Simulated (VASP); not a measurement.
Write the native input for VASP 6.6.1 that does the following.

| Quantity | Value |
| --- | --- |
| Task | single point |
| Functional | HSE06 |
| Potentials or basis | VASP PAW PBE potentials, release 64 (K_sv, Cl) |
| Cutoff | 520 eV |
| k mesh | 4 × 4 × 4 |
| Occupations | gaussian, width 0.01 eV |
| Spin | no spin polarisation |
| Dipole correction | no |
| Grid for exact exchange (PRECFOCK) | Normal |
| Further INCAR settings | ALGO = Normal; EDIFF = 1e-06; NBANDS = 15 |
| Share of exact exchange | 0.25 |
| Screening parameter | 0.2079 1/Å |

KCl:

```
K Cl
1.0
    -0.01169    3.49559    3.49559
     3.49559   -0.01169    3.49559
     3.49559    3.49559   -0.01169
K Cl
1 1
Direct
  0.99978 0.99978 0.99978
  0.25022 0.25022 0.25022
```

This cell differs from its parent crystal: strain along [111] -0.5%.

One way to write it, as run:

POSCAR

```
KCl
1.0
   -0.0116909428      3.4955918877      3.4955918877
    3.4955918877     -0.0116909428      3.4955918877
    3.4955918877      3.4955918877     -0.0116909428
K Cl
1 1
Direct
   -0.0002167296     -0.0002167296     -0.0002167296
    0.2502167296      0.2502167296      0.2502167296
```

INCAR.step1

```
ALGO = Normal ; EDIFF = 1E-5
ENCUT = 520 ; GGA = PE
ISIF = 2 ; ISMEAR = 0
LASPH = True ; LREAL = False
LWAVE = True ; NBANDS = 15
NELM = 80 ; PREC = Accurate
SIGMA = 0.01
```

INCAR.step2

```
ALGO = Normal ; EDIFF = 1E-6
ENCUT = 520 ; GGA = PE
HFSCREEN = 0.2079 ; ISIF = 2
ISMEAR = 0 ; ISTART = 1
LASPH = True ; LCHARG = True
LELF = True ; LHFCALC = True
LREAL = False ; LVHAR = True
LWAVE = False ; NBANDS = 15
NELM = 80 ; PREC = Accurate
PRECFOCK = Normal ; SIGMA = 0.01
```

KPOINTS

```
k-points
0
Gamma
  4 4 4
```

Potentials or basis: VASP PAW PBE potentials, release 64 (K_sv, Cl).

Command:

```bash
$ cat potpaw_PBE.64/K_sv/POTCAR potpaw_PBE.64/Cl/POTCAR > POTCAR
$ cp INCAR.step1 INCAR
$ mpirun -np 1 vasp_std > vasp.out
$ cp INCAR.step2 INCAR
$ mpirun -np 1 vasp_std > vasp.out
```

Results of the run:

```yaml
Pressure: 0.2 GPa
Largest_force: 0.007 eV/Å
Band_gap_on_the_k_mesh: 6.03 eV (least direct gap 6.06 eV)
```

Caveat: the cell differs from its parent crystal (strain along [111] -0.5%); the PAW data sets were made with another functional, which shifts forces and pressure a little.

Wall time 9.9 min on 1 thread of Intel(R) Xeon(R) 6975P-C (Granite Rapids), with other jobs on the host, peak memory 0.34 GiB.
